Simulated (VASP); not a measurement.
# PtS2 (R-3m) in VASP: notebook, part 2 of 2

VASP 6.6.1. The steps go on from the part before.

## (3) Single point, PBEsol

Input file INCAR:

```
SYSTEM = PtS2
ALGO     = Normal         ! electronic algorithm
EDIFF    = 1E-6           ! SCF threshold, eV
ENCUT    = 520            ! plane-wave cutoff, eV
GGA      = PS             ! functional
ISIF     = 2              ! what is computed and relaxed
ISMEAR   = 0              ! smearing method
LASPH    = .True.         ! aspherical terms in the spheres
LCHARG   = .False.        ! write CHGCAR
LREAL    = .False.        ! projectors in reciprocal space
LWAVE    = .False.        ! write WAVECAR
NBANDS   = 18             ! bands
NELM     = 80             ! most SCF steps
PREC     = Accurate       ! precision mode
SIGMA    = 0.01           ! smearing width, eV
```

Input file KPOINTS:

```
k-points
0
Gamma
  6 6 6
  0 0 0
```

Input file POSCAR:

```
PtS2
1.0
    1.7644429032      1.0187015851      5.5230462059
   -1.7644429032      1.0187015851      5.5230462059
    0.0000000000     -2.0374031703      5.5230462059
Pt S
1 2
Direct
    0.0000000000      0.0000000000      0.0000000000
    0.2583047869      0.2583047869      0.2583047869
    0.7416952131      0.7416952131      0.7416952131
```

Potentials or basis: VASP PAW PBE potentials, release 64 (Pt, S).

On the command line:

```sh
$ cat potpaw_PBE.64/Pt/POTCAR potpaw_PBE.64/S/POTCAR > POTCAR
$ mpirun -np 1 vasp_std > vasp.out
```

It took 95 s on 1 thread of AMD EPYC 7R43 (Zen 3), shared host; peak memory 0.27 GiB.

Results (log left out):

```yaml
Free_energy: -16.9569 eV
Pressure: -1.3 GPa
Largest_force: 0.309 eV/Å
Band_gap_on_the_k_mesh: 1.26 eV, indirect (least direct gap 1.43 eV)
```

Forces on the atoms (eV/Å):
```
Pt   0.000  0.000  0.000
S    0.000  0.000  0.309
S    0.000  0.000 -0.309
```

Stress tensor (GPa, compression positive):
```
-1.16  0.00  0.00
 0.00 -1.16  0.00
 0.00  0.00 -1.67
```

Levels at points of the mesh, in eV from the valence-band top:
| k point | band 8 | band 9 | band 10 | band 11 | band 12 | band 13 | band 14 | band 15 |
| --- | --- | --- | --- | --- | --- | --- | --- | --- |
| (0.00, 0.00, 0.00) | -1.58 | -0.65 | -0.65 | -0.14 | 2.69 | 2.69 | 5.26 | 5.45 |
| (0.50, 0.00, 0.00) | -2.58 | -2.38 | -2.27 | -2.16 | 2.06 | 2.31 | 5.87 | 6.31 |
| (0.50, 0.50, 0.00) | -2.65 | -2.58 | -2.23 | -1.67 | 2.75 | 2.82 | 4.26 | 5.82 |
| (0.50, 0.50, 0.50) | -2.11 | -1.02 | -0.79 | -0.79 | 2.83 | 2.83 | 5.64 | 7.12 |

Caveat: the PAW data sets were made with another functional, which shifts forces and pressure a little; spin-orbit coupling is left out, which moves the levels of the heavy elements.

## (4) Single point, PBE

Input file INCAR:

```
SYSTEM = PtS2
ALGO = Normal
EDIFF = 1E-6
ENCUT = 520
GGA = PE
ISIF = 2
ISMEAR = 0
LASPH = .True.
LCHARG = .False.
LREAL = .False.
LWAVE = .False.
NBANDS = 18
NELM = 100
PREC = Accurate
SIGMA = 0.01
```

Input file KPOINTS:

```
k-points
0
Gamma
  8 8 8
  0 0 0
```

POSCAR is that of step 3.

Potentials or basis: VASP PAW PBE potentials, release 64 (Pt, S).

On the command line:

```sh
$ cat potpaw_PBE.64/Pt/POTCAR potpaw_PBE.64/S/POTCAR > POTCAR
$ mpirun -np 1 vasp_std > vasp.out
```

OUTCAR:

```text
SYSTEM = PtS2
   EDIFF = 1E-6
   ENCUT = 520
   GGA = PE
   ISIF = 2
   ISMEAR = 0
   LASPH = .True.
   LREAL = .False.
   NELM = 100
   PREC = Accurate

 ion  position               nearest neighbor table
   1  0.000  0.000  0.000-   3 2.39   3 2.39   2 2.39   2 2.39   3 2.39   2 2.39
   2  0.258  0.258  0.258-   1 2.39   1 2.39   1 2.39
   3  0.742  0.742  0.742-   1 2.39   1 2.39   1 2.39

  LATTYP: Found a trigonal (rhomboedric) cell.
 ALAT       =     5.8868540895
 COS(alpha) =     0.8203287162

  Lattice vectors:

 A1 = (   1.7644429032,   1.0187015851,   5.5230462059)
 A2 = (  -1.7644429032,   1.0187015851,   5.5230462059)
 A3 = (   0.0000000000,  -2.0374031703,   5.5230462059)

Analysis of symmetry for initial positions (statically):
=====================================================================
 Subroutine PRICEL returns:
 Original cell was already a primitive cell.

 Routine SETGRP: Setting up the symmetry group for a
 trigonal (rhombohedral) supercell.

 Subroutine GETGRP returns: Found 12 space group operations
 (whereof 12 operations were pure point group operations)
 out of a pool of 12 trial point group operations.

[... 166 lines left out ...]

 val. band max:        5.3364370128   @ k =   0.2500   0.1250   0.1250
 cond. band min:       6.4019197802   @ k =  -0.2500   0.2500   0.0000
 fundamental gap:      1.0654827674
 Fermi energy:         5.4062278392

 k-point     1 :       0.0000    0.0000    0.0000
  band No.  band energies     occupation
      1      -9.2881      2.00000
      2      -6.7868      2.00000
      3      -0.8938      2.00000
      4      -0.6807      2.00000
      5      -0.6807      2.00000
      6       2.0018      2.00000
[... 481 lines left out ...]
      5       0.3002      2.00000
      6       0.7349      2.00000
[... 10 lines left out ...]
     17      14.9577      0.00000
     18      15.5782      0.00000

 [... further k-points ...]

------------------------ aborting loop because EDIFF is reached ----------------------------------------

  FORCE on cell =-STRESS in cart. coord.  units (eV):
  Direction    XX          YY          ZZ          XY          YZ          ZX
  --------------------------------------------------------------------------------------
  -------------------------------------------------------------------------------------
  Total        1.2977017      1.2977017      0.8020469      0.0000000     -0.0000000     -0.0000000
  in kB       34.9060688     34.9060688     21.5737600      0.0000000     -0.0000000     -0.0000000
  external PRESSURE =      30.4619659 kB  Pullay stress =       0.0000000 kB

 VOLUME and BASIS-vectors are now :
 -----------------------------------------------------------------------------
  energy-cutoff  :      520.00
  volume of cell :       59.56
      direct lattice vectors                 reciprocal lattice vectors
     1.764442903  1.018701585  5.523046206     0.283375562  0.163606957  0.060353168
    -1.764442903  1.018701585  5.523046206    -0.283375562  0.163606957  0.060353168
     0.000000000 -2.037403170  5.523046206     0.000000000 -0.327213914  0.060353168

 POSITION                                       TOTAL-FORCE (eV/Angst)
 -----------------------------------------------------------------------------------
      0.00000      0.00000      0.00000         0.000000     -0.000000     -0.000000
      0.00000     -0.00000      4.27989         0.000000      0.000000     -0.009633
      0.00000     -0.00000     12.28925         0.000000     -0.000000      0.009633
 -----------------------------------------------------------------------------------
    total drift:                               -0.000000     -0.000000      0.000000

  FREE ENERGIE OF THE ION-ELECTRON SYSTEM (eV)
  ---------------------------------------------------
  free  energy   TOTEN  =       -15.4101968816 eV

  energy  without entropy=      -15.4101968816  energy(sigma->0) =      -15.41019688
```

Wall time 2.7 min (1 thread of AMD EPYC 7R43 (Zen 3), shared host); peak memory 0.3 GiB.

What came out:

| Quantity | Value |
| --- | --- |
| Free energy | -15.4102 eV |
| Pressure | 3.0 GPa |
| Largest force | 0.010 eV/Å |
| Band gap on the k mesh | 1.07 eV, indirect (least direct gap 1.21 eV) |

Forces in eV/Å, atoms in the order of the input:
```
Pt   0.000  0.000  0.000
S    0.000  0.000 -0.010
S    0.000  0.000  0.010
```

Caveat: spin-orbit coupling is left out, which moves the levels of the heavy elements. A k mesh can miss the band edges.

## (5) Summary

```csv
level,k mesh,gap on the mesh (eV),pressure (GPa),largest force (eV/Å)
r2SCAN,4 × 4 × 4,1.29,1.2,-
PBEsol,6 × 6 × 6,1.26,-1.3,0.31
PBE,8 × 8 × 8,1.07,3.0,0.01
```

Alike in all rows: task single point; potentials or basis VASP PAW PBE potentials, release 64 (Pt, S); no spin polarisation; cell as given; cutoff (eV) 520; smearing gaussian 0.01 eV.

Caveats: some runs use coarse meshes; spin-orbit coupling is left out, which moves the levels of the heavy elements; the PAW data sets were made with another functional, which shifts forces and pressure a little (some runs).

Absolute energies hang on the potentials; compare differences alone.
